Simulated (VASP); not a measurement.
# BrRb in VASP: further runs

Aim: see how the results for BrRb move with the level of theory and the settings. Levels: AM05, LDA. Tasks: single point, relaxation of the atoms.

Everything below comes from runs of VASP 6.6.1. Logs are shortened: lines on timing, memory, paths and dates and some standing lists are left out, and cuts for length are marked.

### 1 The cell of the first run

The cell holds a molecule in a box, 2 atoms: a = 9.000 Å, b = 9.000 Å, c = 12.000 Å, α = 90.00°, β = 90.00°, γ = 90.00°.

### 2 Single point, AM05

File POSCAR:

```
RbBr
1.0
    9.0000000000      0.0000000000      0.0000000000
    0.0000000000      9.0000000000      0.0000000000
    0.0000000000      0.0000000000     12.0000000000
Br Rb
1 1
Direct
    0.5014444400      0.5023333300      0.3801356700
    0.5014444400      0.5023333300      0.6255310000
```

File INCAR.step1:

```
SYSTEM = RbBr
  ISMEAR = 0
  SIGMA = 0.03
  LWAVE = .TRUE.
  LCHARG = .TRUE.
  ISIF = 0
  NELM = 100
  ALGO = Normal
  PREC = Accurate
  LASPH = .TRUE.
  LREAL = .FALSE.
  EDIFF = 1E-5
  GGA_COMPAT = .FALSE.
  ENCUT = 400
  EFERMI = MIDGAP
  NELMDL = -8
  GGA = PE
```

File INCAR.step2:

```
SYSTEM = RbBr
  GGA = AM
  ISMEAR = 0
  SIGMA = 0.03
  LWAVE = .FALSE.
  LCHARG = .FALSE.
  ISIF = 0
  NELM = 100
  ALGO = All
  PREC = Accurate
  LASPH = .TRUE.
  LREAL = .FALSE.
  EDIFF = 1E-6
  GGA_COMPAT = .FALSE.
  ENCUT = 400
  EFERMI = MIDGAP
  NELMDL = -8
  ISTART = 1
  ISEARCH = 1
```

File KPOINTS:

```
k-points
0
Gamma
  1 1 1
```

Potentials or basis: VASP PAW PBE potentials, release 64 (Br, Rb_sv).

Command:

```bash
$ cat potpaw_PBE.64/Br/POTCAR potpaw_PBE.64/Rb_sv/POTCAR > POTCAR
$ cp INCAR.step1 INCAR
$ mpirun -np 1 vasp_gam > vasp.out
$ cp INCAR.step2 INCAR
$ mpirun -np 1 vasp_gam > vasp.out
```

OUTCAR:

```text
SYSTEM = RbBr
   GGA = AM
   ISMEAR = 0
   ISIF = 0
   NELM = 100
   PREC = Accurate
   LASPH = .TRUE.
   LREAL = .FALSE.
   EDIFF = 1E-6
   ENCUT = 400
   EFERMI = MIDGAP
   NELMDL = -8
   ISTART = 1

 Found      1 irreducible k-points:

 Following reciprocal coordinates:
            Coordinates               Weight
  0.000000  0.000000  0.000000      1.000000
   k-points           NKPTS =      1   k-points in BZ     NKDIM =      1   number of bands    NBANDS=     12
   number of dos      NEDOS =    301   number of ions     NIONS =      2
   total plane-waves  NPLWV = 288000
   dimension x,y,z NGX =    60 NGY =   60 NGZ =   80
   dimension x,y,z NGXF=   120 NGYF=  120 NGZF=  160
   ions per type =               1   1
   NGX,Y,Z   is equivalent  to a cutoff of  11.08, 11.08, 11.08 a.u.
   NGXF,Y,Z  is equivalent  to a cutoff of  22.17, 22.17, 22.17 a.u.
 SYSTEM =  RbBr
   PREC   = accura    normal or accurate (medium, high low for compatibility)
   ISTART =      1    job   : 0-new  1-cont  2-samecut
   ICHARG =      0    charge: 1-file 2-atom 10-const
   ISPIN  =      1    spin polarized calculation?
   LNONCOLLINEAR =      F non collinear calculations
   LSORBIT =      F    spin-orbit coupling
   LASPH  =      T    aspherical Exc in radial PAW
   ENCUT  =  400.0 eV  29.40 Ry    5.42 a.u.  14.68 14.68 19.57*2*pi/ulx,y,z
   NELM   =    100;   NELMIN=  2; NELMDL= -8     # of ELM steps
   EDIFF  = 0.1E-05   stopping-criterion for ELM
   LREAL  =      F    real-space projection
   EDIFFG = 0.1E-04   stopping-criterion for IOM
   NSW    =      0    number of steps for IOM
   IBRION =     -1    ionic relax: 0-MD 1-quasi-New 2-CG
   NFREE  =      0    steps in history (QN), initial steepest desc. (CG)
   ISIF   =      0    stress and relaxation
   ISYM   =      2    0-nonsym 1-usesym 2-fastsym
   POTIM  = 0.5000    time-step for ionic-motion
   TEBEG  =    0.0;   TEEND  =   0.0 temperature during run

   SCALEE = 1.0000    scale energy and forces
   PSTRESS=    0.0 pullay stress
   NELECT =      16.0000    total number of electrons
   NUPDOWN=      -1.0000    fix difference up-down
   EMIN   =  10.00;   EMAX   =-10.00  energy-range for DOS
   EFERMI =   0.00;   METHOD = MIDGAP
   ISMEAR =     0;   SIGMA  =   0.03  broadening in eV -4-tet -1-fermi 0-gaus
   EFERMI_NEDOS =   21; number of points for ismear=-14 and -15
   IALGO  =     58    algorithm
   IMIX   =      4    mixing-type and parameters
     AMIX     =   0.40;   BMIX     =  1.00
     AMIX_MAG =   1.60;   BMIX_MAG =  1.00
  volume/ion in A,a.u.               =     486.00      3279.69
  Fermi-wavevector in a.u.,A,eV,Ry     =   0.416447  0.786970  2.359629  0.173428
  Thomas-Fermi vector in A             =   1.376048
   LORBIT       =      0    0 simple, 1 ext, 2 COOP (PROOUT), +10 PAW based schemes
   GGA     = AM    functional components
   LHFCALC =     F    Hartree Fock is set to
   AEXX    =    0.0000 exact exchange contribution
   IVDW    =     0    specifies the selected vdW correction
   LEPSILON=     F    determine dielectric tensor
   LRPA    =     F    only Hartree local field effects (RPA)

   CSHIFT  =0.1000    complex shift for real part using Kramers Kronig

   OMEGAMAX=  -1.0    maximum frequency
 non-spin polarized calculation
 Gauss-broadening in eV      SIGMA  =   0.03
  energy-cutoff  :      400.00
  volume of cell :      972.00
 maximum number of plane-waves:      8824
 NGX is ok and might be reduce to    60
   NGX = 29   NGY = 29   NGZ = 39

 number of electron      16.0000001 magnetization

 Free energy of the ion-electron system (eV)
  ---------------------------------------------------
  ext. energy  EPLUGINS =         0.00000000
  ---------------------------------------------------
  free energy    TOTEN  =        -4.40397334 eV

  energy without entropy =       -4.40397334  energy(sigma->0) =       -4.40397334

 E-fermi :  -3.2138     XC(G=0):  -1.6761

 val. band max:       -4.2496290731   @ k =   0.0000   0.0000   0.0000
 cond. band min:      -2.0182357304   @ k =   0.0000   0.0000   0.0000
 fundamental gap:      2.2313933427
 Fermi energy:        -3.2137693667

 k-point     1 :       0.0000    0.0000    0.0000
  band No.  band energies     occupation
      1     -31.5932      2.00000
      2     -16.4031      2.00000
      3     -15.7541      2.00000
      4     -15.7541      2.00000
      5     -15.2649      2.00000
      6      -4.4850      2.00000
      7      -4.2496      2.00000
      8      -4.2496      2.00000
      9      -2.0182      0.00000
     10      -1.2787      0.00000
     11       0.4356      0.00000
     12       0.4365      0.00000

------------------------ aborting loop because EDIFF is reached ----------------------------------------

 VOLUME and BASIS-vectors are now :
 -----------------------------------------------------------------------------
  energy-cutoff  :      400.00
  volume of cell :      972.00
      direct lattice vectors                 reciprocal lattice vectors
     9.000000000  0.000000000  0.000000000     0.111111111  0.000000000  0.000000000
     0.000000000  9.000000000  0.000000000     0.000000000  0.111111111  0.000000000
     0.000000000  0.000000000 12.000000000     0.000000000  0.000000000  0.083333333

 POSITION                                       TOTAL-FORCE (eV/Angst)
 -----------------------------------------------------------------------------------
      4.51300      4.52100      4.56163         0.000000      0.000000      0.023813
      4.51300      4.52100      7.50637         0.000000      0.000000     -0.023813
 -----------------------------------------------------------------------------------
    total drift:                                0.000023      0.000023     -0.002201

  FREE ENERGIE OF THE ION-ELECTRON SYSTEM (eV)
  ---------------------------------------------------
  free  energy   TOTEN  =        -4.4039733433 eV

  energy  without entropy=       -4.4039733433  energy(sigma->0) =       -4.40397334
```

OUTCAR.step1:

```text
SYSTEM = RbBr
   ISMEAR = 0
   ISIF = 0
   NELM = 100
   PREC = Accurate
[... 120 lines left out ...]
 -----------------------------------------------------------------------------------
      4.51300      4.52100      4.56163         0.000000      0.000000     -0.070069
      4.51300      4.52100      7.50637         0.000000     -0.000000      0.070069
 -----------------------------------------------------------------------------------
    total drift:                                0.000032      0.000036     -0.000323

  FREE ENERGIE OF THE ION-ELECTRON SYSTEM (eV)
  ---------------------------------------------------
  free  energy   TOTEN  =        -4.3510535648 eV

  energy  without entropy=       -4.3510535648  energy(sigma->0) =       -4.35105356
```

Run time: 2.9 min. Hardware: 1 thread of Intel Xeon Platinum 8375C at 2.90GHz (Ice Lake), shared host; peak memory 0.58 GiB.

What came out:

```yaml
Free_energy: -4.4040 eV
Largest_force: 0.024 eV/Å
Gap_between_the_frontier_levels: 2.23 eV
```

Forces on the atoms (eV/Å):
```
Br   0.000  0.000  0.024
Rb   0.000  0.000 -0.024
```

Levels at points of the mesh, in eV from the valence-band top:
| k point | band 4 | band 5 | band 6 | band 7 | band 8 | band 9 | band 10 | band 11 | band 12 |
| --- | --- | --- | --- | --- | --- | --- | --- | --- | --- |
| (0.00, 0.00, 0.00) | -11.50 | -11.02 | -0.24 | 0.00 | 0.00 | 2.23 | 2.97 | 4.69 | 4.69 |

Caveat: the PAW data sets were made with another functional, which shifts forces and pressure a little.

### 3 Relaxation of the atoms, LDA (atoms moved at random)

File INCAR:

```
GGA = CA
ISMEAR = 0
SIGMA = 0.03
LWAVE = F
LCHARG = F
ISIF = 0
NSW = 120
PREC = Accurate
LASPH = T
LREAL = F
ALGO = Normal
EDIFF = 1E-6
NELM = 120
GGA_COMPAT = F
IBRION = 2
EDIFFG = -0.01
NELMIN = 4
ENCUT = 290
EFERMI = MIDGAP
NELMDL = -8
```

KPOINTS is that of step 2.

File POSCAR:

```
RbBr
1.0
    9.0000000000      0.0000000000      0.0000000000
    0.0000000000      9.0000000000      0.0000000000
    0.0000000000      0.0000000000     12.0000000000
Br Rb
1 1
Direct
    0.5076710000      0.5008940000      0.3751320000
    0.5025630000      0.5013110000      0.6198360000
```

Potentials or basis: VASP PAW LDA potentials, release 64 (Br, Rb_sv).

Command:

```bash
$ cat potpaw_LDA.64/Br/POTCAR potpaw_LDA.64/Rb_sv/POTCAR > POTCAR
$ mpirun -np 1 vasp_gam > vasp.out
```

OUTCAR:

```text
GGA = CA
   ISMEAR = 0
   ISIF = 0
   NSW = 120
   PREC = Accurate
   LASPH = T
   LREAL = F
   EDIFF = 1E-6
   NELM = 120
   IBRION = 2
   EDIFFG = -0.01
   NELMIN = 4
   ENCUT = 290
   EFERMI = MIDGAP
   NELMDL = -8

 Found      1 irreducible k-points:

 Following reciprocal coordinates:
            Coordinates               Weight
  0.000000  0.000000  0.000000      1.000000
   k-points           NKPTS =      1   k-points in BZ     NKDIM =      1   number of bands    NBANDS=     12
   number of dos      NEDOS =    301   number of ions     NIONS =      2
   total plane-waves  NPLWV = 175000
   dimension x,y,z NGX =    50 NGY =   50 NGZ =   70
   dimension x,y,z NGXF=   100 NGYF=  100 NGZF=  140
   ions per type =               1   1
   NGX,Y,Z   is equivalent  to a cutoff of   9.24,  9.24,  9.70 a.u.
[... 74 lines left out ...]
  volume of cell :      972.00
      direct lattice vectors                 reciprocal lattice vectors
     9.000000000  0.000000000  0.000000000     0.111111111  0.000000000  0.000000000
     0.000000000  9.000000000  0.000000000     0.000000000  0.111111111  0.000000000
     0.000000000  0.000000000 12.000000000     0.000000000  0.000000000  0.083333333
[... 42 lines left out ...]
--------------------------------------- Ionic step        3  -------------------------------------------

 number of electron      15.9999995 magnetization

 Free energy of the ion-electron system (eV)
  ---------------------------------------------------
  ext. energy  EPLUGINS =         0.00000000
  ---------------------------------------------------
  free energy    TOTEN  =        -4.55881937 eV

  energy without entropy =       -4.55881937  energy(sigma->0) =       -4.55881937

 E-fermi :  -3.0081     XC(G=0):  -1.2514

 val. band max:       -4.5279747430   @ k =   0.0000   0.0000   0.0000
 cond. band min:      -1.4882692165   @ k =   0.0000   0.0000   0.0000
 fundamental gap:      3.0397055264
 Fermi energy:        -3.0081219798

 k-point     1 :       0.0000    0.0000    0.0000
  band No.  band energies     occupation
      1     -31.6303      2.00000
      2     -16.6965      2.00000
      3     -15.8330      2.00000
      4     -15.8330      2.00000
      5     -15.3647      2.00000
      6      -4.7399      2.00000
      7      -4.5280      2.00000
      8      -4.5280      2.00000
      9      -1.4883      0.00000
     10       0.2283      0.00000
     11       0.5613      0.00000
     12       0.5897      0.00000
[... 19 lines left out ...]
  FREE ENERGIE OF THE ION-ELECTRON SYSTEM (eV)
  ---------------------------------------------------
  free  energy   TOTEN  =        -4.5588193664 eV

  energy  without entropy=       -4.5588193664  energy(sigma->0) =       -4.55881937

 reached required accuracy - stopping structural energy minimisation
```

OSZICAR:

```text
N       E                     dE             d eps       ncg     rms          rms(c)
DAV:   1     0.760447637377E+02    0.76045E+02   -0.43291E+03    40   0.516E+02
DAV:   2     0.133775203004E+02   -0.62667E+02   -0.55737E+02    32   0.119E+02
DAV:   3    -0.435847892357E+01   -0.17736E+02   -0.17695E+02    32   0.582E+01
[... 51 lines left out ...]
DAV:  10    -0.455879704357E+01   -0.23365E-04   -0.25164E-06    36   0.596E-03    0.214E-03
DAV:  11    -0.455880682092E+01   -0.97774E-05   -0.92720E-07    28   0.428E-03    0.854E-04
DAV:  12    -0.455881508153E+01   -0.82606E-05   -0.86076E-07    28   0.260E-03    0.981E-04
DAV:  13    -0.455881856655E+01   -0.34850E-05   -0.31200E-07    20   0.194E-03    0.446E-04
DAV:  14    -0.455881936640E+01   -0.79985E-06   -0.13585E-07    20   0.131E-03
   3 F= -.45588194E+01 E0= -.45588194E+01  d E =-.381963E-02
```

Run time: 23 s. Hardware: 1 thread of Intel Xeon Platinum 8375C at 2.90GHz (Ice Lake), shared host; peak memory 0.31 GiB.

What came out:

```
Free energy                     : -4.5588 eV
Energy gained by relaxing       : 1.9 meV/atom
Ionic steps                     : 3
Gap between the frontier levels : 3.04 eV
```

The path:
| step | energy change (eV) | largest force (eV/Å) |
| --- | --- | --- |
| 1 | 0.0000 | 0.1767 |
| 2 | -0.0024 | 0.1084 |
| 3 | -0.0038 | 0.0012 |

Final structure:
```yaml
crystal:
  lattice:
    - [9.00000, 0.00000, 0.00000]
    - [0.00000, 9.00000, 0.00000]
    - [0.00000, 0.00000, 12.00000]
  atoms:
    - { symbol: Br, position: [0.50765, 0.50090, 0.37689] }
    - { symbol: Rb, position: [0.50258, 0.50131, 0.61808] }
```

Levels at points of the mesh, in eV from the valence-band top:
```
           k point  band 4  band 5  band 6  band 7  band 8  band 9  band 10  band 11  band 12
(0.00, 0.00, 0.00)  -11.30  -10.84   -0.21    0.00    0.00    3.04     4.76     5.09     5.12
```

Caveat: the cell differs from its parent crystal (atoms moved at random).

(Part 1 of 2 ends here.)
